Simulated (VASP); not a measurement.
# ZrHCl4 (F-43m) in VASP: single point with PBE

Aim: the single point of ZrHCl4 with PBE.

Everything below comes from runs of VASP 6.6.1. Logs are shortened: lines on timing, memory, paths and dates and some standing lists are left out, and cuts for length are marked.

### 1 The cell of the first run

The structure is cubic, space group F-43m (No. 216). The conventional cell has a = 7.874 Å, b = 7.874 Å, c = 7.874 Å, α = 90.00°, β = 90.00°, γ = 90.00°. Zr (site symmetry -43m) has 12 Cl at 3.26 Å and 4 H at 3.41 Å within 4.3 Å. Within 4.3 Å of H (site symmetry -43m) lie 12 Cl at 3.26 Å and 4 Zr at 3.41 Å. Cl (site symmetry 3m) has 6 Cl at 2.78 Å and 3 Zr at 3.26 Å and 3 H at 3.26 Å within 3.7 Å.

The cell was built from a structure type or drawn by symmetry, and may not be a known phase.

### 2 Single point, PBE, collinear spin

File INCAR:

```
SYSTEM = ZrHCl4
ALGO = Normal
EDIFF = 1E-7
ENCUT = 520
GGA = PE
ISIF = 2
ISMEAR = 0
ISPIN = 2
LASPH = .True.
LCHARG = .False.
LMAXMIX = 4
LORBIT = 11
LREAL = .False.
LWAVE = .False.
MAGMOM = 0.54 -0.28 0 0 0 0
NBANDS = 34
NELM = 150
PREC = Accurate
SIGMA = 0.1
```

File KPOINTS:

```
k-points
0
Gamma
  8 8 8
  0 0 0
```

File POSCAR:

```
ZrHCl4
1.0
    0.0000000000      3.9368959299      3.9368959299
    3.9368959299      0.0000000000      3.9368959299
    3.9368959299      3.9368959299      0.0000000000
Zr H Cl
1 1 4
Direct
    0.5000000000      0.5000000000      0.5000000000
    0.7500000000      0.7500000000      0.7500000000
    0.1250430462      0.1250430462      0.6248708613
    0.1250430462      0.1250430462      0.1250430462
    0.1250430462      0.6248708613      0.1250430462
    0.6248708613      0.1250430462      0.1250430462
```

Potentials or basis: VASP PAW PBE potentials, release 64 (Zr_sv, H, Cl).

On the command line:

```bash
$ cat potpaw_PBE.64/Zr_sv/POTCAR potpaw_PBE.64/H/POTCAR potpaw_PBE.64/Cl/POTCAR > POTCAR
$ mpirun -np 1 vasp_std > vasp.out
```

OUTCAR:

```text
SYSTEM = ZrHCl4
   EDIFF = 1E-7
   ENCUT = 520
   GGA = PE
   ISIF = 2
   ISMEAR = 0
   ISPIN = 2
   LASPH = .True.
   LORBIT = 11
   LREAL = .False.
   NELM = 150
   PREC = Accurate

 ion  position               nearest neighbor table
   1  0.500  0.500  0.500-   3 3.26   5 3.26   3 3.26   6 3.26   5 3.26   6 3.26   4 3.26   4 3.26
                             4 3.26   3 3.26   5 3.26   6 3.26
   2  0.750  0.750  0.750-
   3  0.125  0.125  0.625-   1 3.26   1 3.26   1 3.26
   4  0.125  0.125  0.125-   1 3.26   1 3.26   1 3.26
   5  0.125  0.625  0.125-   1 3.26   1 3.26   1 3.26
   6  0.625  0.125  0.125-   1 3.26   1 3.26   1 3.26

  LATTYP: Found a face centered cubic cell.
 ALAT       =     7.8737918598

  Lattice vectors:

 A1 = (   0.0000000000,   3.9368959299,   3.9368959299)
 A2 = (   3.9368959299,   0.0000000000,   3.9368959299)
 A3 = (   3.9368959299,   3.9368959299,   0.0000000000)

Analysis of symmetry for initial positions (statically):
=====================================================================
 Subroutine PRICEL returns:
 Original cell was already a primitive cell.

 Routine SETGRP: Setting up the symmetry group for a
 face centered cubic supercell.

 Subroutine GETGRP returns: Found 24 space group operations
 (whereof 24 operations were pure point group operations)
 out of a pool of 48 trial point group operations.

The static configuration has the point symmetry T_d .

Analysis of symmetry for dynamics (positions and initial velocities):
=====================================================================
 Subroutine PRICEL returns:
 Original cell was already a primitive cell.

 Routine SETGRP: Setting up the symmetry group for a
 face centered cubic supercell.

 Subroutine GETGRP returns: Found 24 space group operations
 (whereof 24 operations were pure point group operations)
 out of a pool of 48 trial point group operations.

The dynamic configuration has the point symmetry T_d .

Analysis of structural, dynamic, and magnetic symmetry:
=====================================================================
 Subroutine PRICEL returns:
 Original cell was already a primitive cell.

 Routine SETGRP: Setting up the symmetry group for a
 face centered cubic supercell.

 Subroutine GETGRP returns: Found 24 space group operations
 (whereof 24 operations were pure point group operations)
 out of a pool of 48 trial point group operations.

The overall configuration has the point symmetry T_d .

 Subroutine INISYM returns: Found 24 space group operations
 (whereof 24 operations are pure point group operations),
 and found     1 'primitive' translations

----------------------------------------------------------------------------------------

                                     Primitive cell

  volume of cell :     122.0371

  direct lattice vectors                    reciprocal lattice vectors
     0.000000000  3.936895930  3.936895930    -0.127003611  0.127003611  0.127003611
     3.936895930  0.000000000  3.936895930     0.127003611 -0.127003611  0.127003611
     3.936895930  3.936895930  0.000000000     0.127003611  0.127003611 -0.127003611

  length of vectors
     5.567611618  5.567611618  5.567611618     0.219976707  0.219976707  0.219976707

  position of ions in fractional coordinates (direct lattice)
     0.500000000  0.500000000  0.500000000
     0.750000000  0.750000000  0.750000000
     0.125043046  0.125043046  0.624870861
     0.125043046  0.125043046  0.125043046
     0.125043046  0.624870861  0.125043046
     0.624870861  0.125043046  0.125043046

  ion indices of the primitive-cell ions
   primitive index   ion index
                 1           1
                 2           2
                 3           3
                 4           4
                 5           5
                 6           6

----------------------------------------------------------------------------------------

 KPOINTS: k-points

Automatic generation of k-mesh.
 Grid dimensions read from file:
 generate k-points for:    8    8    8

 Generating k-lattice:

  Cartesian coordinates                     Fractional coordinates (reciprocal lattice)
    -0.015875451  0.015875451  0.015875451     0.125000000  0.000000000  0.000000000
     0.015875451 -0.015875451  0.015875451     0.000000000  0.125000000  0.000000000
[... 42 lines left out ...]
   total plane-waves  NPLWV =  74088
   dimension x,y,z NGX =    42 NGY =   42 NGZ =   42
   dimension x,y,z NGXF=    84 NGYF=   84 NGZF=   84
   ions per type =               1   1   4
   NGX,Y,Z   is equivalent  to a cutoff of  12.54, 12.54, 12.54 a.u.
   NGXF,Y,Z  is equivalent  to a cutoff of  25.08, 25.08, 25.08 a.u.
 SYSTEM =  ZrHCl4
   PREC   = accura    normal or accurate (medium, high low for compatibility)
   ISTART =      0    job   : 0-new  1-cont  2-samecut
   ICHARG =      2    charge: 1-file 2-atom 10-const
   ISPIN  =      2    spin polarized calculation?
   LNONCOLLINEAR =      F non collinear calculations
   LSORBIT =      F    spin-orbit coupling
   LASPH  =      T    aspherical Exc in radial PAW
   ENCUT  =  520.0 eV  38.22 Ry    6.18 a.u.  10.35 10.35 10.35*2*pi/ulx,y,z
   NELM   =    150;   NELMIN=  2; NELMDL= -5     # of ELM steps
   EDIFF  = 0.1E-06   stopping-criterion for ELM
   LREAL  =      F    real-space projection
   EDIFFG = 0.1E-05   stopping-criterion for IOM
   NSW    =      0    number of steps for IOM
   IBRION =     -1    ionic relax: 0-MD 1-quasi-New 2-CG
   NFREE  =      0    steps in history (QN), initial steepest desc. (CG)
   ISIF   =      2    stress and relaxation
   ISYM   =      2    0-nonsym 1-usesym 2-fastsym
   POTIM  = 0.5000    time-step for ionic-motion
   TEBEG  =    0.0;   TEEND  =   0.0 temperature during run
   PSTRESS=    0.0 pullay stress
   NELECT =      41.0000    total number of electrons
   NUPDOWN=      -1.0000    fix difference up-down
   EMIN   =  10.00;   EMAX   =-10.00  energy-range for DOS
   EFERMI =   0.00;   METHOD = LEGACY
   ISMEAR =     0;   SIGMA  =   0.10  broadening in eV -4-tet -1-fermi 0-gaus
   EFERMI_NEDOS =   21; number of points for ismear=-14 and -15
   IALGO  =     38    algorithm
   IMIX   =      4    mixing-type and parameters
     AMIX     =   0.40;   BMIX     =  1.00
     AMIX_MAG =   1.60;   BMIX_MAG =  1.00
  volume/ion in A,a.u.               =      20.34       137.26
  Fermi-wavevector in a.u.,A,eV,Ry     =   1.138078  2.150656 17.622571  1.295222
  Thomas-Fermi vector in A             =   2.274783
   LORBIT       =     11    0 simple, 1 ext, 2 COOP (PROOUT), +10 PAW based schemes
   GGA     = PE    functional components
   LHFCALC =     F    Hartree Fock is set to
   AEXX    =    0.0000 exact exchange contribution
   IVDW    =     0    specifies the selected vdW correction
   LEPSILON=     F    determine dielectric tensor
   LRPA    =     F    only Hartree local field effects (RPA)
 spin polarized calculation
 Gauss-broadening in eV      SIGMA  =   0.10
  energy-cutoff  :      520.00
  volume of cell :      122.04
 maximum number of plane-waves:      3327
 NGX is ok and might be reduce to    42
   NGX = 21   NGY = 21   NGZ = 21

 number of electron      41.0000003 magnetization       0.0001442

 number of electron      41.0000003 magnetization      -0.0005775

 Free energy of the ion-electron system (eV)
  ---------------------------------------------------
  ext. energy  EPLUGINS =         0.00000000
  ---------------------------------------------------
  free energy    TOTEN  =       -15.60993856 eV

  energy without entropy =      -15.57672584  energy(sigma->0) =      -15.59333220

 E-fermi :   3.9254     XC(G=0):  -9.4115

 val. band max:        3.9183635022   @ k =   0.3750   0.3750   0.0000
 cond. band min:       3.9382187407   @ k =   0.3750   0.2500   0.1250
 fundamental gap:      0.0198552385
 Fermi energy:         3.9254272798

 spin component 1

 k-point     1 :       0.0000    0.0000    0.0000
  band No.  band energies     occupation
      1     -47.7116      1.00000
      2     -25.5534      1.00000
      3     -25.5534      1.00000
      4     -25.5534      1.00000
      5     -12.7218      1.00000
      6     -10.2648      1.00000
[... 829 lines left out ...]
     31      12.4984      0.00000
     32      13.2372      0.00000

 [... further k-points ...]

 spin component 2

 k-point     1 :       0.0000    0.0000    0.0000
  band No.  band energies     occupation
      1     -47.7117      1.00000
      2     -25.5535      1.00000
      3     -25.5535      1.00000
      4     -25.5535      1.00000
      5     -12.7219      1.00000
      6     -10.2649      1.00000
[... 829 lines left out ...]
     31      12.4983      0.00000
     32      13.2371      0.00000

 [... further k-points ...]

 [bands above 32 left out]

------------------------ aborting loop because EDIFF is reached ----------------------------------------

  FORCE on cell =-STRESS in cart. coord.  units (eV):
  Direction    XX          YY          ZZ          XY          YZ          ZX
  --------------------------------------------------------------------------------------
  -------------------------------------------------------------------------------------
  Total       -0.5616201     -0.5616201     -0.5616201      0.0000000      0.0000000      0.0000000
  in kB       -7.3732924     -7.3732924     -7.3732924      0.0000000      0.0000000      0.0000000
  external PRESSURE =      -7.3732924 kB  Pullay stress =       0.0000000 kB

 VOLUME and BASIS-vectors are now :
 -----------------------------------------------------------------------------
  energy-cutoff  :      520.00
  volume of cell :      122.04
      direct lattice vectors                 reciprocal lattice vectors
     0.000000000  3.936895930  3.936895930    -0.127003611  0.127003611  0.127003611
     3.936895930  0.000000000  3.936895930     0.127003611 -0.127003611  0.127003611
     3.936895930  3.936895930  0.000000000     0.127003611  0.127003611 -0.127003611

 POSITION                                       TOTAL-FORCE (eV/Angst)
 -----------------------------------------------------------------------------------
      3.93690      3.93690      3.93690        -0.000000     -0.000000      0.000000
      5.90534      5.90534      5.90534        -0.000000     -0.000000     -0.000000
      2.95233      2.95233      0.98456         0.004824      0.004824     -0.004824
      0.98456      0.98456      0.98456        -0.004824     -0.004824     -0.004824
      2.95233      0.98456      2.95233         0.004824     -0.004824      0.004824
      0.98456      2.95233      2.95233        -0.004824      0.004824      0.004824
 -----------------------------------------------------------------------------------
    total drift:                                0.000001      0.000001      0.000001

  FREE ENERGIE OF THE ION-ELECTRON SYSTEM (eV)
  ---------------------------------------------------
  free  energy   TOTEN  =       -15.6099385592 eV

  energy  without entropy=      -15.5767258422  energy(sigma->0) =      -15.59333220

 total charge

# of ion       s       p       d       tot
------------------------------------------
    1        2.063   5.910   1.273   9.246
    2        0.403   0.001   0.000   0.403
    3        1.635   3.393   0.000   5.028
    4        1.635   3.393   0.000   5.028
    5        1.635   3.393   0.000   5.028
    6        1.635   3.393   0.000   5.028
--------------------------------------------------
tot          9.007  19.482   1.273  29.761

 magnetization (x)

# of ion       s       p       d       tot
------------------------------------------
    1       -0.000  -0.000  -0.000  -0.000
    2        0.000  -0.000   0.000   0.000
    3       -0.000  -0.000   0.000  -0.000
    4       -0.000  -0.000   0.000  -0.000
    5       -0.000  -0.000   0.000  -0.000
    6       -0.000  -0.000   0.000  -0.000
--------------------------------------------------
tot          0.000  -0.000  -0.000  -0.000
```

Run time: 8.6 min. Hardware: 1 thread of AMD EPYC 7R13 (Zen 3), shared host; peak memory 0.39 GiB.

Results:

```
Free energy                                           : -15.6099 eV
Pressure                                              : -0.7 GPa
Largest force                                         : 0.008 eV/Å
Net moment                                            : 0.00 μB per cell
Valence electrons inside the program's atomic spheres : Zr 9.25; H 0.40; Cl 5.03
```

Forces on the atoms (eV/Å):
```
Zr   0.000  0.000  0.000
H    0.000  0.000  0.000
Cl   0.005  0.005 -0.005
Cl  -0.005 -0.005 -0.005
Cl   0.005 -0.005  0.005
Cl  -0.005  0.005  0.005
```
